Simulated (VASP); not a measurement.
# MgO (P-6m2) in VASP: further runs

Runs on MgO. Level: PBE. Tasks: single point, relaxation of cell and atoms.

Everything below comes from runs of VASP 6.6.1. Logs are shortened: lines on timing, memory, paths and dates and some standing lists are left out, and cuts for length are marked.

### Step 1. The cell of the first run

The structure is hexagonal, space group P-6m2 (No. 187). Conventional cell: a = 2.938 Å, b = 2.938 Å, c = 2.680 Å, α = 90.00°, β = 90.00°, γ = 120.00°. Mg (site symmetry -6m2) has 6 O at 2.16 Å and 2 Mg at 2.68 Å within 2.9 Å. O (site symmetry -6m2) has 6 Mg at 2.16 Å and 2 O at 2.68 Å within 2.9 Å.

### Step 2. Single point, PBE

INCAR reads:

```
ALGO = Normal ; EDIFF = 1E-7
ENCUT = 520 ; GGA = PE
ISIF = 2 ; ISMEAR = 0
LASPH = True ; LCHARG = True
LELF = True ; LREAL = False
LVHAR = True ; LWAVE = False
NBANDS = 11 ; NELM = 100
PREC = Accurate ; SIGMA = 0.05
```

KPOINTS reads:

```
k-points
0
Gamma
  12 12 8
```

POSCAR reads:

```
MgO
1.0
    2.9377244759      0.0000000000      0.0000000000
   -1.4688622380      2.5441440255      0.0000000000
    0.0000000000      0.0000000000      2.6797873418
Mg O
1 1
Direct
    0.0000000000      0.0000000000      0.0000000000
    0.3333333333      0.6666666667      0.5000000000
```

Potentials or basis: VASP PAW PBE potentials, release 64 (Mg, O).

The run is started by

```sh
$ cat potpaw_PBE.64/Mg/POTCAR potpaw_PBE.64/O/POTCAR > POTCAR
$ mpirun -np 1 vasp_std > vasp.out
```

OUTCAR:

```text
EDIFF = 1E-7
   ENCUT = 520
   GGA = PE
   ISIF = 2
   ISMEAR = 0
   LASPH = True
   LREAL = False
   NELM = 100
   PREC = Accurate

 ion  position               nearest neighbor table
   1  0.000  0.000  0.000-   2 2.16   2 2.16   2 2.16   2 2.16   2 2.16   2 2.16
   2  0.333  0.667  0.500-   1 2.16   1 2.16   1 2.16   1 2.16   1 2.16   1 2.16

  LATTYP: Found a hexagonal cell.
 ALAT       =     2.9377244759
 C/A-ratio  =     0.9121983235

  Lattice vectors:

 A1 = (   2.9377244759,   0.0000000000,   0.0000000000)
 A2 = (  -1.4688622380,   2.5441440255,   0.0000000000)
 A3 = (   0.0000000000,   0.0000000000,   2.6797873418)

Analysis of symmetry for initial positions (statically):
=====================================================================
 Subroutine PRICEL returns:
 Original cell was already a primitive cell.

 Routine SETGRP: Setting up the symmetry group for a
 hexagonal supercell.

 Subroutine GETGRP returns: Found 12 space group operations
 (whereof 12 operations were pure point group operations)
 out of a pool of 24 trial point group operations.

The static configuration has the point symmetry D_3h.

Analysis of symmetry for dynamics (positions and initial velocities):
=====================================================================
 Subroutine PRICEL returns:
 Original cell was already a primitive cell.

 Routine SETGRP: Setting up the symmetry group for a
 hexagonal supercell.

 Subroutine GETGRP returns: Found 12 space group operations
 (whereof 12 operations were pure point group operations)
 out of a pool of 24 trial point group operations.

The dynamic configuration has the point symmetry D_3h.

 Subroutine INISYM returns: Found 12 space group operations
 (whereof 12 operations are pure point group operations),
 and found     1 'primitive' translations

----------------------------------------------------------------------------------------

                                     Primitive cell

  volume of cell :      20.0287

  direct lattice vectors                    reciprocal lattice vectors
     2.937724476  0.000000000  0.000000000     0.340399519  0.196529754  0.000000000
    -1.468862238  2.544144026  0.000000000     0.000000000  0.393059508  0.000000000
     0.000000000  0.000000000  2.679787342     0.000000000  0.000000000  0.373163939

  length of vectors
     2.937724476  2.937724476  2.679787342     0.393059508  0.393059508  0.373163939

  position of ions in fractional coordinates (direct lattice)
     0.000000000  0.000000000  0.000000000
     0.333333333  0.666666667  0.500000000

  ion indices of the primitive-cell ions
   primitive index   ion index
                 1           1
                 2           2

----------------------------------------------------------------------------------------

 KPOINTS: k-points

Automatic generation of k-mesh.
 Grid dimensions read from file:
 generate k-points for:   12   12    8

 Generating k-lattice:

  Cartesian coordinates                     Fractional coordinates (reciprocal lattice)
     0.028366627  0.016377480  0.000000000     0.083333333  0.000000000  0.000000000
     0.000000000  0.032754959  0.000000000     0.000000000  0.083333333  0.000000000
     0.000000000  0.000000000  0.046645492     0.000000000  0.000000000  0.125000000

  Length of vectors
     0.032754959  0.032754959  0.046645492

  Shift w.r.t. Gamma in fractional coordinates (k-lattice)
     0.000000000  0.000000000  0.000000000

 Subroutine IBZKPT returns following result:
 ===========================================

 Found     95 irreducible k-points:

 Following reciprocal coordinates:
            Coordinates               Weight
  0.000000  0.000000  0.000000      1.000000
  0.083333  0.000000  0.000000      6.000000
  0.166667 -0.000000  0.000000      6.000000
  0.250000  0.000000  0.000000      6.000000
  0.333333  0.000000  0.000000      6.000000
  0.416667  0.000000  0.000000      6.000000
[... 16 lines left out ...]
  0.250000  0.000000  0.125000     12.000000
  0.333333  0.000000  0.125000     12.000000
 [... further k-points ...]
   k-points           NKPTS =     95   k-points in BZ     NKDIM =     95   number of bands    NBANDS=     11
   number of dos      NEDOS =    301   number of ions     NIONS =      2
   total plane-waves  NPLWV =  11520
   dimension x,y,z NGX =    24 NGY =   24 NGZ =   20
   dimension x,y,z NGXF=    48 NGYF=   48 NGZF=   40
   ions per type =               1   1
   NGX,Y,Z   is equivalent  to a cutoff of  13.58, 13.58, 12.41 a.u.
   NGXF,Y,Z  is equivalent  to a cutoff of  27.16, 27.16, 24.81 a.u.
 SYSTEM =  unknown system
   PREC   = accura    normal or accurate (medium, high low for compatibility)
   ISTART =      0    job   : 0-new  1-cont  2-samecut
   ICHARG =      2    charge: 1-file 2-atom 10-const
   ISPIN  =      1    spin polarized calculation?
   LNONCOLLINEAR =      F non collinear calculations
   LSORBIT =      F    spin-orbit coupling
   LASPH  =      T    aspherical Exc in radial PAW
   ENCUT  =  520.0 eV  38.22 Ry    6.18 a.u.   5.46  5.46  4.98*2*pi/ulx,y,z
   NELM   =    100;   NELMIN=  2; NELMDL= -5     # of ELM steps
   EDIFF  = 0.1E-06   stopping-criterion for ELM
   LREAL  =      F    real-space projection
   EDIFFG = 0.1E-05   stopping-criterion for IOM
   NSW    =      0    number of steps for IOM
   IBRION =     -1    ionic relax: 0-MD 1-quasi-New 2-CG
   NFREE  =      0    steps in history (QN), initial steepest desc. (CG)
   ISIF   =      2    stress and relaxation
   ISYM   =      2    0-nonsym 1-usesym 2-fastsym
   POTIM  = 0.5000    time-step for ionic-motion
   TEBEG  =    0.0;   TEEND  =   0.0 temperature during run
   PSTRESS=    0.0 pullay stress
   NELECT =       8.0000    total number of electrons
   NUPDOWN=      -1.0000    fix difference up-down
   EMIN   =  10.00;   EMAX   =-10.00  energy-range for DOS
   EFERMI =   0.00;   METHOD = LEGACY
   ISMEAR =     0;   SIGMA  =   0.05  broadening in eV -4-tet -1-fermi 0-gaus
   EFERMI_NEDOS =   21; number of points for ismear=-14 and -15
   IALGO  =     38    algorithm
   IMIX   =      4    mixing-type and parameters
     AMIX     =   0.40;   BMIX     =  1.00
     AMIX_MAG =   1.60;   BMIX_MAG =  1.00
  volume/ion in A,a.u.               =      10.01        67.58
  Fermi-wavevector in a.u.,A,eV,Ry     =   1.205648  2.278344 19.777247  1.453587
  Thomas-Fermi vector in A             =   2.341338
   LORBIT       =      0    0 simple, 1 ext, 2 COOP (PROOUT), +10 PAW based schemes
   GGA     = PE    functional components
   LHFCALC =     F    Hartree Fock is set to
   AEXX    =    0.0000 exact exchange contribution
   IVDW    =     0    specifies the selected vdW correction
   LEPSILON=     F    determine dielectric tensor
   LRPA    =     F    only Hartree local field effects (RPA)
 non-spin polarized calculation
 Gauss-broadening in eV      SIGMA  =   0.05
  energy-cutoff  :      520.00
  volume of cell :       20.03
 maximum number of plane-waves:       562
 NGX is ok and might be reduce to    24
   NGX = 11   NGY = 11   NGZ =  9

 number of electron       7.9999996 magnetization

 Free energy of the ion-electron system (eV)
  ---------------------------------------------------
  ext. energy  EPLUGINS =         0.00000000
  ---------------------------------------------------
  free energy    TOTEN  =       -11.23038806 eV

  energy without entropy =      -11.23038806  energy(sigma->0) =      -11.23038806

 E-fermi :   3.5907     XC(G=0): -10.7344

 val. band max:        3.3048070788   @ k =   0.3333   0.3333   0.0000
 cond. band min:       6.3049247858   @ k =   0.0000   0.0000   0.0000
 fundamental gap:      3.0001177070
 Fermi energy:         3.5906813063

 k-point     1 :       0.0000    0.0000    0.0000
  band No.  band energies     occupation
      1     -14.1282      2.00000
      2       2.7037      2.00000
      3       2.7037      2.00000
      4       2.9028      2.00000
      5       6.3049      0.00000
      6      15.1736      0.00000
      7      18.8727      0.00000
      8      18.8727      0.00000
      9      23.1356      0.00000
     10      24.1792      0.00000
     11      25.8004      0.00000

 k-point     2 :       0.0833    0.0000    0.0000
  band No.  band energies     occupation
      1     -14.0673      2.00000
      2       2.2202      2.00000
      3       2.6512      2.00000
      4       2.9251      2.00000
      5       6.7663      0.00000
      6      15.1925      0.00000
      7      18.1216      0.00000
      8      19.0533      0.00000
      9      24.0576      0.00000
     10      24.0590      0.00000
     11      25.8998      0.00000

 k-point     3 :       0.1667   -0.0000    0.0000
  band No.  band energies     occupation
      1     -13.8957      2.00000
      2       1.2162      2.00000
      3       2.5118      2.00000
      4       2.9871      2.00000
      5       7.7084      0.00000
      6      14.9721      0.00000
      7      17.2645      0.00000
      8      19.5323      0.00000
      9      23.7174      0.00000
     10      24.3763      0.00000
     11      26.3062      0.00000

 k-point     4 :       0.2500    0.0000    0.0000
  band No.  band energies     occupation
      1     -13.6479      2.00000
      2       0.1555      2.00000
      3       2.3299      2.00000
      4       3.0740      2.00000
      5       8.6711      0.00000
      6      14.3036      0.00000
      7      17.1110      0.00000
      8      20.1387      0.00000
      9      23.2221      0.00000
     10      24.1068      0.00000
     11      27.0992      0.00000

 k-point     5 :       0.3333    0.0000    0.0000
  band No.  band energies     occupation
      1     -13.3822      2.00000
      2      -0.7480      2.00000
      3       2.1568      2.00000
      4       3.1636      2.00000
      5       9.4161      0.00000
      6      13.7924      0.00000
      7      16.9943      0.00000
      8      20.6676      0.00000
      9      22.7020      0.00000
     10      24.2798      0.00000
     11      28.4330      0.00000
[... 211 lines left out ...]
 k-point    21 :       0.0833    0.0000    0.1250
  band No.  band energies     occupation
      1     -13.9330      2.00000
      2       1.7628      2.00000
      3       2.4451      2.00000
      4       2.7212      2.00000
      5       7.5350      0.00000
      6      15.2909      0.00000
      7      18.3650      0.00000
      8      19.2398      0.00000
      9      23.3442      0.00000
     10      24.5647      0.00000
     11      24.9864      0.00000

 k-point    22 :       0.1667   -0.0000    0.1250
  band No.  band energies     occupation
      1     -13.7672      2.00000
      2       1.2173      2.00000
      3       2.1846      2.00000
      4       2.5814      2.00000
      5       8.3408      0.00000
      6      15.0658      0.00000
      7      17.5554      0.00000
      8      19.6647      0.00000
      9      22.0874      0.00000
     10      25.2001      0.00000
     11      25.8240      0.00000

 k-point    23 :       0.2500    0.0000    0.1250
  band No.  band energies     occupation
      1     -13.5280      2.00000
      2       0.2681      2.00000
      3       2.2797      2.00000
      4       2.3987      2.00000
      5       9.1623      0.00000
      6      14.4133      0.00000
      7      17.4703      0.00000
      8      20.1559      0.00000
      9      21.0124      0.00000
     10      25.7056      0.00000
     11      26.4716      0.00000

 k-point    24 :       0.3333    0.0000    0.1250
  band No.  band energies     occupation
      1     -13.2719      2.00000
      2      -0.5914      2.00000
      3       2.2249      2.00000
      4       2.4262      2.00000
      5       9.7722      0.00000
      6      13.8437      0.00000
      7      17.4681      0.00000
      8      20.4411      0.00000
      9      20.5196      0.00000
     10      26.5012      0.00000
     11      26.9992      0.00000

 [... further k-points ...]

------------------------ aborting loop because EDIFF is reached ----------------------------------------

  FORCE on cell =-STRESS in cart. coord.  units (eV):
  Direction    XX          YY          ZZ          XY          YZ          ZX
  --------------------------------------------------------------------------------------
  -------------------------------------------------------------------------------------
  Total       -0.0750066     -0.0750066     -0.0918256      0.0000000      0.0000000      0.0000000
  in kB       -6.0000795     -6.0000795     -7.3455021      0.0000000      0.0000000      0.0000000
  external PRESSURE =      -6.4485537 kB  Pullay stress =       0.0000000 kB

 VOLUME and BASIS-vectors are now :
 -----------------------------------------------------------------------------
  energy-cutoff  :      520.00
  volume of cell :       20.03
      direct lattice vectors                 reciprocal lattice vectors
     2.937724476  0.000000000  0.000000000     0.340399519  0.196529754  0.000000000
    -1.468862238  2.544144026  0.000000000     0.000000000  0.393059508  0.000000000
     0.000000000  0.000000000  2.679787342     0.000000000  0.000000000  0.373163939

 POSITION                                       TOTAL-FORCE (eV/Angst)
 -----------------------------------------------------------------------------------
      0.00000      0.00000      0.00000         0.000000      0.000000      0.000000
     -0.00000      1.69610      1.33989        -0.000000      0.000000      0.000000
 -----------------------------------------------------------------------------------
    total drift:                                0.000000     -0.000000     -0.000000

  FREE ENERGIE OF THE ION-ELECTRON SYSTEM (eV)
  ---------------------------------------------------
  free  energy   TOTEN  =       -11.2303880629 eV

  energy  without entropy=      -11.2303880629  energy(sigma->0) =      -11.23038806
```

Run time: 11 s. Hardware: 1 thread of Intel Xeon Platinum 8488C (Sapphire Rapids), shared host; peak memory 0.14 GiB.

What came out:

| Item | Value |
| --- | --- |
| Free energy | -11.2304 eV |
| Pressure | -0.6 GPa |
| Band gap on the k mesh | 3.00 eV, indirect (least direct gap 3.40 eV) |

[end of part 1 of 2]
